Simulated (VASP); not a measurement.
# S: single point with PBE

The system is S.

```
S
1.0
     5.53680    3.19667    1.82139
    -5.53680    3.19667    1.82139
     0.00000   -6.39335    1.82139
S
6
Direct
  0.60484 0.37672 0.27303
  0.27303 0.60484 0.37672
  0.37672 0.27303 0.60484
  0.39516 0.62328 0.72697
  0.72697 0.39516 0.62328
  0.62328 0.72697 0.39516
```

```
Program                : VASP 6.6.1
Task                   : single point
Functional             : PBE
Potentials or basis    : VASP PAW PBE potentials, release 64 (S)
Cutoff                 : 520 eV
k mesh                 : 9 × 9 × 9
Occupations            : fermi-dirac, width 0.05 eV
Spin                   : no spin polarisation
Dipole correction      : no
Further INCAR settings : ALGO = Normal; EDIFF = 1e-06; NBANDS = 27
```

```yaml
Pressure: -0.4 GPa
Largest_force: 0.131 eV/Å
Band_gap_on_the_k_mesh: 2.47 eV (least direct gap 2.62 eV)
```

Forces on the atoms (eV/Å):
```
S   -0.066 -0.073  0.087
S    0.096 -0.021  0.087
S   -0.030  0.093  0.087
S    0.066  0.073 -0.087
S   -0.096  0.021 -0.087
S    0.030 -0.093 -0.087
```

Stress tensor (GPa, compression positive):
```
-0.49  0.00  0.00
 0.00 -0.49  0.00
 0.00  0.00 -0.18
```

Levels at points of the mesh, in eV from the valence-band top:
```tsv
k point	band 15	band 16	band 17	band 18	band 19	band 20	band 21	band 22
(0.00, 0.00, 0.00)	-0.64	-0.61	-0.61	-0.39	2.72	2.72	3.82	3.88
```

Wall time 12 min on 1 thread of Intel(R) Xeon(R) Platinum 8259CL CPU @ 2.50GHz (Skylake/Cascade Lake), on a shared host, peak memory 0.62 GiB.

Caveat: this functional lacks dispersion, which holds the molecules together, so the pressure and a relaxed volume are unreliable. A k mesh can miss the band edges.
